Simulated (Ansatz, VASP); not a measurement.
## Two plane-wave programs on BaF2

INCAR

```
SYSTEM = BaF2
PREC = Accurate
ENCUT = 600
EDIFF = 1E-6
ISMEAR = 0
SIGMA = 0.02
LREAL = .False.
LASPH = .True.
NELM = 120
ALGO = Normal
ISIF = 2
LWAVE = .False.
LCHARG = .False.
GGA = PE
NBANDS = 19
GGA_COMPAT = .False.
```

File KPOINTS:

```
Automatic mesh
0
Gamma
  6 6 6
  0 0 0
```

File POSCAR:

```
BaF2
1.0
    0.0000000000      3.2238117863      3.2238117863
    3.2238117863      0.0000000000      3.2238117863
    3.2238117863      3.2238117863      0.0000000000
Ba F
1 2
Direct
    0.0000000000      0.0000000000      0.0000000000
    0.2500000000      0.2500000000      0.2500000000
    0.7500000000      0.7500000000      0.7500000000
```

Input for Ansatz:

```yaml
crystal:
  lattice:
    - [0.0, 3.2238117863, 3.2238117863]
    - [3.2238117863, 0.0, 3.2238117863]
    - [3.2238117863, 3.2238117863, 0.0]
  atoms:
    - { symbol: Ba, position: [0.0, 0.0, 0.0] }
    - { symbol: F, position: [0.25, 0.25, 0.25] }
    - { symbol: F, position: [0.75, 0.75, 0.75] }
basis:
  ecutwfc: 420
kpoints:
  mp_grid: { grid: [6, 6, 6] }
hamiltonian:
  xc: pbe
scf:
  occupations: { method: gaussian, width: 0.02 }
output:
  forces: true
  stress: true
  eigenvalues: true
```

Alike in both runs: task single point; functional PBE; k mesh 6 × 6 × 6; occupations gaussian, width 0.02 eV; no spin polarisation.

|  | VASP | Ansatz |
| --- | --- | --- |
| version | VASP 6.6.1 | Ansatz 0.2.0 |
| potentials or method | VASP PAW PBE potentials, release 64 (Ba_sv, F), cutoff 600 eV | scalar-relativistic, plane waves, PAW |
| valence electrons in the cell | 24 | 24 |

```tsv
	VASP	Ansatz	Ansatz less VASP
gap on the k mesh at the Fermi level (eV)	6.25	6.31	+0.058
least direct gap on the mesh (eV)	6.29	6.35	+0.065
pressure (GPa)	-3.6	-4.1	-0.54
```

Spin-orbit coupling is off throughout.
